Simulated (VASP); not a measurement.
# Si (a cell with a defect) in VASP: single point with PBE+D3(BJ)

Aim: the single point of Si (a cell with a defect) with PBE+D3(BJ).

All numbers are computed with VASP 6.6.1; they aren't measurements. Logs are shortened: lines on timing, memory, paths and dates and some standing lists are left out, and cuts for length are marked.

## (1) The cell of the first run

The cell holds a defect, 63 atoms: a = 10.860 Å, b = 10.860 Å, c = 10.860 Å, α = 90.00°, β = 90.00°, γ = 90.00°.

## (2) Single point, PBE+D3(BJ)

Input file INCAR:

```
ALGO     = Normal         # electronic algorithm
EDIFF    = 1E-6           # SCF threshold, eV
ENCUT    = 520            # plane-wave cutoff, eV
GGA      = PE             # functional
ISIF     = 2              # what is computed and relaxed
ISMEAR   = 0              # smearing method
IVDW     = 12             # dispersion correction
LASPH    = True           # aspherical terms in the spheres
LCHARG   = False          # write CHGCAR
LREAL    = Auto         
LWAVE    = False          # write WAVECAR
NBANDS   = 163            # bands
NELM     = 60             # most SCF steps
PREC     = Accurate       # precision mode
SIGMA    = 0.02           # smearing width, eV
```

Input file KPOINTS:

```
k-points
0
Gamma
  1 1 1
```

Input file POSCAR:

```
Si
1.0
   10.8600000000      0.0000000000      0.0000000000
    0.0000000000     10.8600000000      0.0000000000
    0.0000000000      0.0000000000     10.8600000000
Si
63
Direct
    0.4995302947      0.0001296501      0.0005220074
    0.6231425414      0.1252039595      0.1261976980
    0.7491007366      0.2484661142      0.0007701657
    0.8741783610      0.3753771639      0.1252173112
    0.7500660221     -0.0000719153      0.2486646409
    0.8746435543      0.1257771639      0.3749737569
    0.0007647330      0.0017969613      0.0022674033
    0.1221213628      0.1337531308      0.1334058932
    0.2480681400      0.2510298343      0.0023500000
    0.3744749540      0.3764896869      0.1257685083
    0.5015198895      0.5009386740     -0.0007616022
    0.6250135359      0.6263816759      0.1245161142
    0.7510388582      0.7497316759     -0.0014137201
    0.8756850829      0.8747241252      0.1246063536
    0.2473758748      0.0036460405      0.2523078269
    0.3698868324      0.1311626151      0.3777972376
    0.4983362799      0.2509530387      0.2510534070
    0.6252056169      0.3750168508      0.3753234807
    0.7494080110      0.5008937385      0.2494902394
    0.8829385820      0.6159675875      0.3750774401
    0.4983578269      0.0013582873      0.4993540516
    0.6241592081      0.1230673112      0.6259423573
    0.7485115101      0.2481013812      0.5009709024
    0.8812690608      0.3721169429      0.6183190608
    0.7508226519     -0.0022554328      0.7496435543
    0.8743113260      0.1235614180      0.8761769797
    0.0000849908      0.4995495396      0.0004100368
    0.1239783610      0.6224085635      0.1280885820
    0.2496579190      0.7502320442      0.0019875691
    0.3728668508      0.8776596685      0.1264547882
   -0.0002058932      0.2670749540      0.2662044199
    0.0182472376      0.4680745856      0.4734120626
    0.2499918048      0.4988077348      0.2536202578
    0.3760882136      0.6246582873      0.3747587477
    0.4994622468      0.7510713628      0.2488097606
    0.6256644567      0.8740098527      0.3744223757
    0.0005413444      0.0011303867      0.4996667587
    0.1239457643      0.1288281768      0.6232154696
    0.2443351750      0.2613277164      0.4999248619
    0.3768054328      0.3756403315      0.6263286372
    0.5012676796      0.5005974217      0.5008662063
    0.6267172192      0.6252950276      0.6248902394
    0.7541278085      0.7461470534      0.4988969613
    0.8771209945      0.8731663904      0.6234793738
    0.2500607735      0.0008605893      0.7490046041
    0.3732321363      0.1250564457      0.8766463168
    0.5001192449      0.2479862799      0.7510128913
    0.6267152855      0.3743801105      0.8728925414
    0.7542790976      0.4991623389      0.7455676796
    0.8766612339      0.6239077348      0.8729732965
   -0.0002346225      0.7491031308      0.2507120626
    0.1246744015      0.8748121547      0.3753983425
    0.1266292818      0.6107860037      0.6126311234
    0.2494166667      0.7484392265      0.4995303867
    0.3743805709      0.8749466851      0.6243311234
   -0.0009651013      0.2490456722      0.7512255064
    0.1247461326      0.3749071823      0.8751584715
    0.2507290976      0.4999284530      0.7508272560
    0.3749453959      0.6264079190      0.8760207182
    0.5003470534      0.7503248619      0.7496384899
    0.6246851750      0.8747500000      0.8751017495
    0.0019517495      0.7427144567      0.7426733886
    0.1242724678      0.8727227440      0.8725074586
```

Potentials or basis: VASP PAW PBE potentials, release 64 (Si).

Started as:

```sh
$ cat potpaw_PBE.64/Si/POTCAR > POTCAR
$ mpirun -np 1 vasp_gam > vasp.out
```

OUTCAR:

```text
EDIFF = 1E-6
   ENCUT = 520
   GGA = PE
   ISIF = 2
   ISMEAR = 0
   IVDW = 12
   LASPH = True
   LREAL = Auto
   NELM = 60
   PREC = Accurate
 IVDW          = 12

 ion  position               nearest neighbor table
   1  0.500  0.000  0.001-   2 2.35  30 2.35  46 2.35  61 2.36
   2  0.623  0.125  0.126-   1 2.35   3 2.35   5 2.35  17 2.35
   3  0.749  0.248  0.001-   2 2.35  26 2.35  48 2.36   4 2.36
   4  0.874  0.375  0.125-  19 2.35  27 2.35   3 2.36  31 2.36
   5  0.750  1.000  0.249-   2 2.35  14 2.35  36 2.36   6 2.36
   6  0.875  0.126  0.375-  23 2.35  37 2.35   5 2.36  31 2.37
[... 24 lines left out ...]
  31  1.000  0.267  0.266-   4 2.36   6 2.37   8 2.44  32 3.14
  32  0.018  0.468  0.473-  24 2.40  20 2.42  53 2.46  31 3.14
  33  0.250  0.499  0.254-  34 2.34  10 2.35  28 2.35
  34  0.376  0.625  0.375-  33 2.34  54 2.35  41 2.35  35 2.36
  35  0.499  0.751  0.249-  12 2.35  36 2.35  30 2.35  34 2.36
  36  0.626  0.874  0.374-  35 2.35   5 2.36  21 2.38  43 2.39
  37  0.001  0.001  0.500-  38 2.35  52 2.35   6 2.35  44 2.35
  38  0.124  0.129  0.623-  56 2.34  37 2.35  39 2.36  45 2.38
  39  0.244  0.261  0.500-  40 2.34  38 2.36  16 2.37
  40  0.377  0.376  0.626-  39 2.34  58 2.35  41 2.35  47 2.36
  41  0.501  0.501  0.501-  42 2.35  40 2.35  18 2.35  34 2.35
  42  0.627  0.625  0.625-  41 2.35  43 2.35  49 2.35  60 2.36
  43  0.754  0.746  0.499-  42 2.35  44 2.35  36 2.39  20 2.40
  44  0.877  0.873  0.623-  43 2.35  62 2.35  37 2.35  25 2.36
  45  0.250  0.001  0.749-  55 2.35  46 2.35  63 2.37  38 2.38
[... 16 lines left out ...]
  62  0.002  0.743  0.743-  50 2.35  44 2.35  63 2.40  53 2.42
  63  0.124  0.873  0.873-  29 2.37  45 2.37  62 2.40   7 2.40

  LATTYP: Found a simple cubic cell.
 ALAT       =    10.8600000000

  Lattice vectors:

 A1 = (  10.8600000000,   0.0000000000,   0.0000000000)
 A2 = (   0.0000000000,  10.8600000000,   0.0000000000)
 A3 = (   0.0000000000,   0.0000000000,  10.8600000000)

Analysis of symmetry for initial positions (statically):
=====================================================================
 Subroutine PRICEL returns:
 Original cell was already a primitive cell.

 Routine SETGRP: Setting up the symmetry group for a
 simple cubic supercell.

 Subroutine GETGRP returns: Found  1 space group operations
 (whereof  1 operations were pure point group operations)
 out of a pool of 48 trial point group operations.

The static configuration has the point symmetry C_1 .

Analysis of symmetry for dynamics (positions and initial velocities):
=====================================================================
 Subroutine PRICEL returns:
 Original cell was already a primitive cell.

 Routine SETGRP: Setting up the symmetry group for a
 simple cubic supercell.

 Subroutine GETGRP returns: Found  1 space group operations
 (whereof  1 operations were pure point group operations)
 out of a pool of 48 trial point group operations.

The dynamic configuration has the point symmetry C_1 .

 Subroutine INISYM returns: Found  1 space group operations
 (whereof  1 operations are pure point group operations),
 and found     1 'primitive' translations

----------------------------------------------------------------------------------------

                                     Primitive cell

  volume of cell :    1280.8241

  direct lattice vectors                    reciprocal lattice vectors
    10.860000000  0.000000000  0.000000000     0.092081031  0.000000000  0.000000000
     0.000000000 10.860000000  0.000000000     0.000000000  0.092081031  0.000000000
     0.000000000  0.000000000 10.860000000     0.000000000  0.000000000  0.092081031

  length of vectors
    10.860000000 10.860000000 10.860000000     0.092081031  0.092081031  0.092081031

  position of ions in fractional coordinates (direct lattice)
     0.499530295  0.000129650  0.000522007
     0.623142541  0.125203959  0.126197698
     0.749100737  0.248466114  0.000770166
     0.874178361  0.375377164  0.125217311
     0.750066022  0.999928085  0.248664641
     0.874643554  0.125777164  0.374973757
[... 55 lines left out ...]
     0.001951750  0.742714457  0.742673389
     0.124272468  0.872722744  0.872507459

  ion indices of the primitive-cell ions
   primitive index   ion index
                 1           1
                 2           2
                 3           3
                 4           4
                 5           5
                 6           6
[... 55 lines left out ...]
                62          62
                63          63

----------------------------------------------------------------------------------------

 KPOINTS: k-points

Automatic generation of k-mesh.
 Grid dimensions read from file:
 generate k-points for:    1    1    1

 Generating k-lattice:

  Cartesian coordinates                     Fractional coordinates (reciprocal lattice)
     0.092081031  0.000000000  0.000000000     1.000000000  0.000000000  0.000000000
     0.000000000  0.092081031  0.000000000     0.000000000  1.000000000  0.000000000
     0.000000000  0.000000000  0.092081031     0.000000000  0.000000000  1.000000000

  Length of vectors
     0.092081031  0.092081031  0.092081031

  Shift w.r.t. Gamma in fractional coordinates (k-lattice)
     0.000000000  0.000000000  0.000000000

 Subroutine IBZKPT returns following result:
 ===========================================

 Found      1 irreducible k-points:

 Following reciprocal coordinates:
            Coordinates               Weight
  0.000000  0.000000  0.000000      1.000000
   k-points           NKPTS =      1   k-points in BZ     NKDIM =      1   number of bands    NBANDS=    163
   number of dos      NEDOS =    301   number of ions     NIONS =     63
   total plane-waves  NPLWV = 592704
   dimension x,y,z NGX =    84 NGY =   84 NGZ =   84
   dimension x,y,z NGXF=   168 NGYF=  168 NGZF=  168
   ions per type =              63
   NGX,Y,Z   is equivalent  to a cutoff of  12.86, 12.86, 12.86 a.u.
   NGXF,Y,Z  is equivalent  to a cutoff of  25.72, 25.72, 25.72 a.u.
 SYSTEM =  unknown system
   PREC   = accura    normal or accurate (medium, high low for compatibility)
   ISTART =      0    job   : 0-new  1-cont  2-samecut
   ICHARG =      2    charge: 1-file 2-atom 10-const
   ISPIN  =      1    spin polarized calculation?
   LNONCOLLINEAR =      F non collinear calculations
   LSORBIT =      F    spin-orbit coupling
   LASPH  =      T    aspherical Exc in radial PAW
   ENCUT  =  520.0 eV  38.22 Ry    6.18 a.u.  20.19 20.19 20.19*2*pi/ulx,y,z
   NELM   =     60;   NELMIN=  2; NELMDL= -5     # of ELM steps
   EDIFF  = 0.1E-05   stopping-criterion for ELM
   LREAL  =      T    real-space projection
   EDIFFG = 0.1E-04   stopping-criterion for IOM
   NSW    =      0    number of steps for IOM
[... 5 lines left out ...]
   TEBEG  =    0.0;   TEEND  =   0.0 temperature during run
   PSTRESS=    0.0 pullay stress
   NELECT =     252.0000    total number of electrons
   NUPDOWN=      -1.0000    fix difference up-down
   EMIN   =  10.00;   EMAX   =-10.00  energy-range for DOS
   EFERMI =   0.00;   METHOD = LEGACY
   ISMEAR =     0;   SIGMA  =   0.02  broadening in eV -4-tet -1-fermi 0-gaus
   EFERMI_NEDOS =   21; number of points for ismear=-14 and -15
   IALGO  =     38    algorithm
   IMIX   =      4    mixing-type and parameters
     AMIX     =   0.40;   BMIX     =  1.00
     AMIX_MAG =   1.60;   BMIX_MAG =  1.00
  volume/ion in A,a.u.               =      20.33       137.20
  Fermi-wavevector in a.u.,A,eV,Ry     =   0.952164  1.799329 12.335269  0.906617
  Thomas-Fermi vector in A             =   2.080702
   LORBIT       =      0    0 simple, 1 ext, 2 COOP (PROOUT), +10 PAW based schemes
   GGA     = PE    functional components
   LHFCALC =     F    Hartree Fock is set to
   AEXX    =    0.0000 exact exchange contribution
   IVDW    =    12    specifies the selected vdW correction
   LEPSILON=     F    determine dielectric tensor
   LRPA    =     F    only Hartree local field effects (RPA)
 non-spin polarized calculation
 Gauss-broadening in eV      SIGMA  =   0.02
  energy-cutoff  :      520.00
  volume of cell :     1280.82
 maximum number of plane-waves:     17229
 NGX is ok and might be reduce to    84
   NGX = 41   NGY = 41   NGZ = 41

 number of electron     251.9999988 magnetization

 Free energy of the ion-electron system (eV)
  ---------------------------------------------------
  ext. energy  EPLUGINS =         0.00000000
  ---------------------------------------------------
  free energy    TOTEN  =      -331.89655330 eV

  energy without entropy =     -331.89545705  energy(sigma->0) =     -331.89600518

 E-fermi :   6.2466     XC(G=0):  -9.3398

 val. band max:        6.2117685104   @ k =   0.0000   0.0000   0.0000
 cond. band min:       6.2813342372   @ k =   0.0000   0.0000   0.0000
 fundamental gap:      0.0695657269
 Fermi energy:         6.2465513738

 k-point     1 :       0.0000    0.0000    0.0000
  band No.  band energies     occupation
      1      -6.1865      2.00000
      2      -5.1423      2.00000
      3      -5.1309      2.00000
      4      -5.1282      2.00000
      5      -5.1237      2.00000
      6      -5.1048      2.00000
[... 130 lines left out ...]
    137       6.9208      0.00000
    138       6.9376      0.00000
 [bands above 138 left out]

------------------------ aborting loop because EDIFF is reached ----------------------------------------

 Edisp (eV)  -19.96115

 E6    (eV) :   -11.6868

 E8    (eV) :    -8.2744

  FORCE on cell =-STRESS in cart. coord.  units (eV):
  Direction    XX          YY          ZZ          XY          YZ          ZX
  --------------------------------------------------------------------------------------
  -------------------------------------------------------------------------------------
  Total      -0.31115    -9.60679    -9.18735     2.62672    -4.56449     1.65689
  in kB      -0.38922   -12.01709   -11.49242     3.28575    -5.70971     2.07260
  external pressure =       -7.97 kB  Pullay stress =        0.00 kB

 VOLUME and BASIS-vectors are now :
 -----------------------------------------------------------------------------
  energy-cutoff  :      520.00
  volume of cell :     1280.82
      direct lattice vectors                 reciprocal lattice vectors
    10.860000000  0.000000000  0.000000000     0.092081031  0.000000000  0.000000000
     0.000000000 10.860000000  0.000000000     0.000000000  0.092081031  0.000000000
     0.000000000  0.000000000 10.860000000     0.000000000  0.000000000  0.092081031

 POSITION                                       TOTAL-FORCE (eV/Angst)
 -----------------------------------------------------------------------------------
      5.42490      0.00141      0.00567        -0.007290     -0.008731     -0.003279
      6.76733      1.35972      1.37051         0.006143     -0.007979     -0.012841
      8.13523      2.69834      0.00836         0.014385     -0.018596     -0.004186
      9.49358      4.07660      1.35986        -0.005911      0.012179      0.017212
      8.14572     10.85922      2.70050         0.005762     -0.009981     -0.018539
      9.49863      1.36594      4.07221        -0.021850     -0.001013     -0.003983
[... 55 lines left out ...]
      0.02120      8.06588      8.06543         0.005014      0.015988      0.027380
      1.34960      9.47777      9.47543         0.014966      0.030257      0.021130
 -----------------------------------------------------------------------------------
    total drift:                                0.019596      0.010421     -0.004486

  FREE ENERGIE OF THE ION-ELECTRON SYSTEM (eV)
  ---------------------------------------------------
  free  energy   TOTEN  =      -351.8576992948 eV

  energy  without entropy=     -351.8566030445  energy(sigma->0) =     -351.85715117
```

Wall time 12 min (1 thread of Intel Xeon 8259CL, shared host); peak memory 0.98 GiB.

Results:

* Free energy: -351.8577 eV
* Pressure: -0.8 GPa
* Largest force: 0.328 eV/Å
* Dispersion energy per atom: -0.317 eV

Forces on the atoms (eV/Å):
```
Si  -0.007 -0.009 -0.003
Si   0.006 -0.008 -0.013
Si   0.014 -0.019 -0.004
Si  -0.006  0.012  0.017
Si   0.006 -0.010 -0.019
Si  -0.022 -0.001 -0.004
Si   0.010  0.022  0.035
Si   0.014  0.077  0.079
Si  -0.006  0.002  0.012
Si   0.041 -0.004 -0.018
Si   0.001 -0.014 -0.015
Si  -0.022  0.022 -0.016
Si   0.000 -0.006  0.003
Si   0.015 -0.007 -0.001
Si   0.003 -0.004 -0.011
Si   0.079 -0.068  0.000
Si   0.031 -0.022 -0.011
Si   0.002 -0.003 -0.008
Si  -0.026  0.012 -0.032
Si  -0.076  0.051 -0.013
Si   0.032 -0.048  0.006
Si  -0.020 -0.004  0.021
Si  -0.026 -0.023  0.017
Si  -0.047 -0.003  0.024
Si   0.005  0.003  0.001
Si   0.025  0.001 -0.007
Si   0.011 -0.011  0.011
Si  -0.010 -0.024  0.023
Si   0.003 -0.037  0.014
Si   0.003 -0.012 -0.005
Si  -0.025  0.104  0.137
Si  -0.308  0.105 -0.045
Si   0.092 -0.041  0.008
Si   0.033  0.015 -0.027
Si   0.007  0.013  0.016
Si   0.032  0.000 -0.008
Si   0.001 -0.006 -0.001
Si  -0.013  0.025 -0.035
Si   0.166 -0.111 -0.075
Si   0.005 -0.011 -0.016
Si   0.015  0.008  0.006
Si  -0.006  0.005  0.012
Si  -0.009  0.014  0.016
Si   0.009  0.006  0.015
Si  -0.002  0.019 -0.030
Si  -0.009  0.003 -0.003
Si  -0.009  0.008  0.015
Si   0.018  0.015 -0.006
Si  -0.002  0.001  0.013
Si   0.012  0.002  0.006
Si   0.013 -0.008  0.000
Si   0.004  0.004 -0.011
Si  -0.033 -0.005 -0.026
Si  -0.014 -0.024 -0.012
Si  -0.011 -0.020 -0.002
Si   0.018  0.005 -0.010
Si   0.003 -0.003 -0.002
Si  -0.027 -0.020 -0.047
Si  -0.016 -0.019 -0.025
Si  -0.004 -0.003  0.009
Si   0.007  0.006 -0.004
Si   0.005  0.016  0.027
Si   0.015  0.030  0.021
```

Levels at points of the mesh, in eV from the Fermi level:
| k point | band 122 | band 123 | band 124 | band 125 | band 126 | band 127 | band 128 | band 129 | band 130 | band 131 |
| --- | --- | --- | --- | --- | --- | --- | --- | --- | --- | --- |
| (0.00, 0.00, 0.00) | -1.62 | -0.86 | -0.84 | -0.79 | -0.03 | 0.03 | 0.11 | 0.17 | 0.21 | 0.24 |

Caveat: the k points lie up to 0.58 Å⁻¹ apart.
